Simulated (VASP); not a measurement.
## CuI: single point with r2SCAN+rVV10

The system is CuI.

```xyz
2
Lattice="3.6209 0.0000 0.0000 0.0000 3.6209 0.0000 0.0000 0.0000 3.6209" Properties=species:S:1:pos:R:3 pbc="T T T"
Cu    0.0000    0.0000    0.0000
I     1.8104    1.8104    1.8104
```

```
Program             : VASP 6.6.1
Task                : single point
Functional          : r2SCAN
Dispersion          : rVV10
Potentials or basis : VASP PAW PBE potentials, release 64 (Cu, I)
Cutoff              : 520 eV
k mesh              : 6 × 6 × 6
Occupations         : fermi-dirac, width 0.03 eV
Spin                : no spin polarisation
```

| Item | Value |
| --- | --- |
| Pressure | 0.1 GPa |
| Band gap on the k mesh | zero (band 9 reaches 5.88 eV, above the bottom of band 10 at 5.67 eV) |

Levels at points of the mesh, in eV from the Fermi level:
```
           k point  band 7  band 8  band 9  band 10  band 11  band 12
(0.00, 0.00, 0.00)   -1.64   -1.64   -1.64     0.21     5.84     5.84
(0.50, 0.00, 0.00)   -1.47    0.02    0.02     4.10     4.52     6.72
(0.50, 0.50, 0.00)   -1.64   -1.48   -0.31    -0.19     7.97     7.97
(0.50, 0.50, 0.50)   -0.78   -0.78   -0.78     2.02     2.02     2.02
```

Run time: 47 s on 1 thread of Intel(R) Xeon(R) 6975P-C (Granite Rapids) (shared host), peak memory 0.27 GiB.

Caveat: the PAW data sets were made with another functional, which shifts forces and pressure a little; spin-orbit coupling is left out, which moves the levels of the heavy elements; semilocal functionals often make such compounds metallic where correlation or magnetic order opens a gap, which also shifts bond lengths.
